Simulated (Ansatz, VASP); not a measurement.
## Two plane-wave programs on Ga3As3CO

Contents of INCAR:

```
SYSTEM = Ga3As3CO
ALGO = Normal
DIPOL = 0.5 0.5 0.320
EDIFF = 1E-7
ENCUT = 520
GGA = PE
IDIPOL = 3
ISIF = 2
ISMEAR = 0
IVDW = 12
LASPH = .True.
LCHARG = .False.
LDIPOL = .True.
LREAL = .False.
LWAVE = .False.
NBANDS = 42
NELM = 60
PREC = Accurate
SIGMA = 0.05
```

KPOINTS

```
k-points
0
Gamma
  7 5 1
  0 0 0
```

POSCAR

```
Ga3As3CO
1.0
    4.0137031111      0.0000000000      0.0000000000
    0.0000000000      5.6762333751      0.0000000000
    0.0000000000      0.0000000000     23.3352699083
Ga As O C
3 3 1 1
Direct
    0.5000000000      0.5000000000      0.1714143447
    0.0000000000      0.0653835255      0.2680035048
    0.5000000000      0.4894639609      0.3228546357
    0.0000000000      0.2500000000      0.1714143447
    0.5000000000      0.8102208698      0.2504948966
    0.0000000000      0.2887573198      0.3593388866
    0.0000000000      0.2887573198      0.4836142866
    0.0000000000      0.2887573198      0.5328959107
```

Input for Ansatz:

```yaml
crystal:
  lattice:
    - [4.0137031111, 0.0, 0.0]
    - [0.0, 5.6762333751, 0.0]
    - [0.0, 0.0, 23.3352699083]
  atoms:
    - { symbol: Ga, position: [0.5, 0.5, 0.1714143447] }
    - { symbol: As, position: [0.0, 0.25, 0.1714143447] }
    - { symbol: Ga, position: [0.0, 0.0653835255, 0.2680035048] }
    - { symbol: As, position: [0.5, 0.8102208698, 0.2504948966] }
    - { symbol: Ga, position: [0.5, 0.4894639609, 0.3228546357] }
    - { symbol: As, position: [0.0, 0.2887573198, 0.3593388866] }
    - { symbol: O, position: [0.0, 0.2887573198, 0.4836142866] }
    - { symbol: C, position: [0.0, 0.2887573198, 0.5328959107] }
basis:
  ecutwfc: 420
kpoints:
  mp_grid: { grid: [7, 5, 1] }
hamiltonian:
  xc: pbe
  pseudopotentials: { kind: paw, azcp: { folder: soft_1 } }
  dispersion: d3bj
scf:
  occupations: { method: gaussian, width: 0.05 }
output:
  forces: true
  eigenvalues: true
efield:
  axis: 3
  dipole_correction: true
  ramp_width: 0.04
```

Alike in both runs: task single point; functional PBE; dispersion D3(BJ); k mesh 7 × 5 × 1; occupations gaussian, width 0.05 eV; no spin polarisation.

|  | VASP | Ansatz |
| --- | --- | --- |
| version | VASP 6.6.1 | Ansatz 0.2.0 |
| potentials or method | VASP PAW PBE potentials, release 64 (Ga_d, As, O, C), cutoff 520 eV | scalar-relativistic, plane waves, PAW |
| valence electrons in the cell | 64 | 94 |

Ansatz gave:

| Property | Result |
| --- | --- |
| gap on the k mesh at the Fermi level (eV) | 0.41 |
| least direct gap on the mesh (eV) | 0.75 |
| rms of the force components (eV/Å) | 0.604 |

Q: Which values does VASP return?

A: gap on the k mesh at the Fermi level (eV): 0.40; least direct gap on the mesh (eV): 0.75; rms of the force components (eV/Å): 0.430.

VASP's potentials hold 64 valence electrons a cell and Ansatz's 94, so a difference there can come from the potentials and not from the codes.

Noted on VASP's run: the standard files for N, O and F lose accuracy on very short bonds.
